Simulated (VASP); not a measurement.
Write the native input for VASP 6.6.1 that does the following.

| Quantity | Value |
| --- | --- |
| Task | relaxation of cell and atoms |
| Functional | PBE |
| Potentials or basis | VASP PAW PBE potentials, release 64 (Al, B, N) |
| Cutoff | 600 eV |
| k mesh | 4 × 4 × 2 |
| Occupations | gaussian, width 0.15 eV |
| Spin | no spin polarisation |
| Dipole correction | no |
| Further INCAR settings | ALGO = Normal; EDIFF = 1e-07; IBRION = 2; EDIFFG = -0.08; NSW = 36; ISIF = 3 |

The structure of Al3BN2 lies in POSCAR:

```
Al3BN2
1.0
    3.2300000000      0.0000000000      0.0000000000
   -1.6150000000      2.7972620500      0.0000000000
    0.0000000000      0.0000000000      7.9100000000
Al B N
3 1 2
Direct
    0.6666666700      0.3333333300      0.6667000000
    0.0000000000      0.0000000000      0.0000000000
    0.3333333300      0.6666666700      0.3333000000
    0.0000000000      0.0000000000      0.2500000000
    0.6666666700      0.3333333300      0.9167000000
    0.3333333300      0.6666666700      0.5833000000
```

The input as run:

INCAR

```
  PREC = Accurate
  ENCUT = 600
  EDIFF = 1E-7
  ISMEAR = 0
  SIGMA = 0.15
  LREAL = F
  LASPH = T
  NELM = 120
  ALGO = Normal
  ISIF = 3
  LWAVE = F
  LCHARG = F
  GGA = PE
  IBRION = 2
  NSW = 36
  EDIFFG = -0.08
  GGA_COMPAT = F
  NELMIN = 4
```

KPOINTS

```
Automatic mesh
0
Gamma
  4 4 2
```

Potentials or basis: VASP PAW PBE potentials, release 64 (Al, B, N).

Run with:

```sh
$ cat potpaw_PBE.64/Al/POTCAR potpaw_PBE.64/B/POTCAR potpaw_PBE.64/N/POTCAR > POTCAR
$ mpirun -np 1 vasp_std > vasp.out
```

It gave:

```json
{"Relaxed volume": "11.79 Å³/atom", "Relaxed cell": "a = 3.094 Å, b = 3.094 Å, c = 8.530 Å, α = 90.00°, β = 90.00°, γ = 120.00°", "Space group after relaxing (to 0.1 Å)": "P3m1 (No. 156)", "Energy gained by relaxing": "219.0 meV/atom", "Ionic steps": "10", "Pressure after relaxing": "0.3 GPa", "Largest force after relaxing": "0.060 eV/Å", "Band gap on the k mesh": "zero (bands 11 and 12 overlap by 4.04 eV)"}
```

Caveat: the k points lie up to 0.59 Å⁻¹ apart in the final cell, too coarse for converged energies and pressures of a metal; the relaxation stopped at a loose force limit of 0.08 eV/Å, so its end isn't a converged minimum.

Wall time 65 s on 1 thread of AMD EPYC 9R45 96-Core Processor (Zen 5), on a shared host, peak memory 0.18 GiB.
